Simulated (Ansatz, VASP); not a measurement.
C19O in VASP and in Ansatz

```
C O
1.0
     7.39800    0.00000    0.00000
    -3.69900    6.40686    0.00000
     0.00000    0.00000   12.00000
C O
19 1
Direct
  0.01174 0.00042 0.06912
  0.23254 0.11086 0.06896
  0.01173 0.33170 0.06916
  0.23260 0.44214 0.06938
  0.00962 0.66508 0.06908
  0.23458 0.77758 0.06878
  0.34494 0.99833 0.06850
  0.56598 0.10885 0.06850
  0.34299 0.33174 0.06930
  0.56795 0.44422 0.06930
  0.34504 0.66712 0.06929
  0.56590 0.77755 0.06928
  0.67636 0.99846 0.06878
  0.90132 0.11094 0.06907
  0.67839 0.33378 0.06895
  0.89920 0.44416 0.06911
  0.67834 0.66500 0.06938
  0.89921 0.77545 0.06917
  0.45715 0.02812 0.31117
  0.45552 0.87738 0.32821
```

Alike in both runs: functional LDA; k mesh 2 × 2 × 1; occupations gaussian, width 0.05 eV; no spin polarisation.

Ansatz relaxed the structure, and its values are those at the end. VASP's run is a single point on that final structure, the one shown.

```csv
,VASP,Ansatz
version,VASP 6.6.1,Ansatz 0.2.0
potentials or method,"VASP PAW LDA potentials, release 64 (C, O), cutoff 520 eV","scalar-relativistic, plane waves, PAW"
valence electrons in the cell,82,82
```

Ansatz gave:

| Property | Result |
| --- | --- |
| rms of the force components (eV/Å) | 0.006 |

Problem. What did VASP give for the same quantities?

Solution. rms of the force components (eV/Å): 0.202.

LDA's correlation is that of Perdew and Zunger in VASP and of Perdew and Wang (1992) in Ansatz. One of these differences is far larger than is usual between the two programs; its cause wasn't traced.

The k mesh is coarse, so the values compare programs but aren't converged. Noted on VASP's run: the standard files for N, O and F lose accuracy on very short bonds.
